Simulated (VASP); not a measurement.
Here is a VASP 6.6.1 calculation.

The input INCAR:

```
SYSTEM = YAl2N3
ALGO     = Normal         ! electronic algorithm
EDIFF    = 1E-6           ! SCF threshold, eV
ENCUT    = 520            ! plane-wave cutoff, eV
GGA      = PE             ! functional
ISIF     = 2              ! what is computed and relaxed
ISMEAR   = 0              ! smearing method
ISPIN    = 2              ! spin polarisation
LASPH    = .True.         ! aspherical terms in the spheres
LCHARG   = .False.        ! write CHGCAR
LMAXMIX  = 4              ! l up to which the mixer works
LORBIT   = 11             ! projections on sites
LREAL    = .False.        ! projectors in reciprocal space
LWAVE    = .False.        ! write WAVECAR
MAGMOM   = 0 0 0 1 1 1    ! initial moments
NBANDS   = 29             ! bands
NELM     = 150            ! most SCF steps
PREC     = Accurate       ! precision mode
SIGMA    = 0.1            ! smearing width, eV
```

KPOINTS

```
k-points
0
Gamma
  6 6 6
  0 0 0
```

The input POSCAR:

```
YAl2N3
1.0
    5.1886771890      0.0000000000      0.0000000000
   -2.5943385945      4.4935262577      0.0000000000
    0.0000000000      0.0000000000      2.7991946125
Y Al N
1 2 3
Direct
    0.0000000000      0.0000000000      0.0000000000
    0.3333333333      0.6666666667      0.5000000000
    0.6666666667      0.3333333333      0.5000000000
    0.5000000000      0.0000000000      0.0000000000
    0.0000000000      0.5000000000      0.0000000000
    0.5000000000      0.5000000000      0.0000000000
```

Potentials or basis: VASP PAW PBE potentials, release 64 (Y_sv, Al, N).

Launch:

```sh
$ cat potpaw_PBE.64/Y_sv/POTCAR potpaw_PBE.64/Al/POTCAR potpaw_PBE.64/N/POTCAR > POTCAR
$ mpirun -np 1 vasp_std > vasp.out
```

(1) Estimate the net moment.

(2) Estimate the band gap on the k mesh.

(3) Estimate the pressure.

## Answers

(1) 0.00 μB per cell.

(2) zero (filled and empty bands overlap).

(3) -0.1 GPa.

Caveat: the k points lie up to 0.37 Å⁻¹ apart.
